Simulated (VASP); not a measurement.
Here is a VASP 6.6.1 calculation.

Contents of INCAR:

```
  PREC = Accurate
  ENCUT = 700
  EDIFF = 1E-6
  ISMEAR = 0
  SIGMA = 0.05
  LREAL = False
  LASPH = True
  NELM = 200
  ALGO = Normal
  ISIF = 2
  LWAVE = False
  LCHARG = False
  ISPIN = 2
  MAGMOM = 0 0 -0.02 0 0 0
  LORBIT = 11
  LMAXMIX = 4
  LDAU = True
  LDAUTYPE = 2
  LDAUL = 2 -1
  LDAUU = 6 0
  LDAUJ = 0 0
  LDAUPRINT = 1
  GGA = PE
  NBANDS = 40
  GGA_COMPAT = False
```

Contents of KPOINTS:

```
Automatic mesh
0
Gamma
  4 4 6
```

File POSCAR:

```
TaN
1.0
    5.1960001500      0.0000000000      0.0000000000
   -2.5980000800      4.4998681300      0.0000000000
    0.0000000000      0.0000000000      2.9109996000
Ta N
3 3
Direct
    0.3333333333      0.6666666667      0.5000000000
    0.6666666667      0.3333333333      0.5000000000
    0.0000000000      0.0000000000      0.0000000000
    0.3928500000      0.0000000000      0.0000000000
    0.6071500000      0.6071500000      0.0000000000
    0.0000000000      0.3928500000      0.0000000000
```

Potentials or basis: VASP PAW PBE potentials, release 64 (Ta_sv_GW, N).

Command:

```bash
$ cat potpaw_PBE.64/Ta_sv_GW/POTCAR potpaw_PBE.64/N/POTCAR > POTCAR
$ mpirun -np 1 vasp_std > vasp.out
```

(1) Predict the band gap on the k mesh.

(2) Predict the pressure.

(3) Predict the net moment.

(4) Predict the largest force.

Answers

(1) zero (filled and empty bands overlap).

(2) 24.4 GPa.

(3) 0.00 μB per cell.

(4) 0.452 eV/Å.

Caveat: the cell stands under pressure; spin-orbit coupling is left out, which moves the levels of the heavy elements.
